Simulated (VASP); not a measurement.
CsCdCl3: single point with LDA

Crystal: CsCdCl3.

```
Cs Cd Cl
1.0
     5.20420    0.00000    0.00000
     0.00000    5.20420    0.00000
     0.00000    0.00000    5.20420
Cs Cd Cl
1 1 3
Direct
  0.00000 0.00000 0.00000
  0.50000 0.50000 0.50000
  0.00000 0.50000 0.50000
  0.50000 0.00000 0.50000
  0.50000 0.50000 0.00000
```

```yaml
Program: VASP 6.6.1
Task: single point
Functional: LDA
Potentials_or_basis: VASP PAW LDA potentials, release 64 (Cs_sv, Cd, Cl)
Cutoff: 500 eV
k_mesh: 6 × 6 × 6
Occupations: gaussian, width 0.02 eV
Spin: no spin polarisation
```

```yaml
Pressure: -1.8 GPa
Band_gap_on_the_k_mesh: 1.53 eV, indirect (least direct gap 2.11 eV)
```

Levels at points of the mesh, in eV from the valence-band top:
| k point | band 19 | band 20 | band 21 | band 22 | band 23 | band 24 |
| --- | --- | --- | --- | --- | --- | --- |
| (0.00, 0.00, 0.00) | -0.57 | -0.57 | -0.57 | 1.53 | 5.57 | 5.90 |
| (0.50, 0.00, 0.00) | -0.90 | -0.85 | -0.85 | 4.27 | 6.92 | 7.22 |
| (0.50, 0.50, 0.00) | -1.06 | -0.29 | -0.01 | 6.05 | 7.05 | 7.05 |
| (0.50, 0.50, 0.50) | -0.27 | 0.00 | 0.00 | 5.66 | 5.66 | 5.66 |

Wall time 39 s on 1 thread of AMD EPYC 9R45 96-Core Processor (Zen 5) (shared host), peak memory 0.21 GiB.

Caveat: spin-orbit coupling is left out, which moves the levels of the heavy elements. A k mesh can miss the band edges.
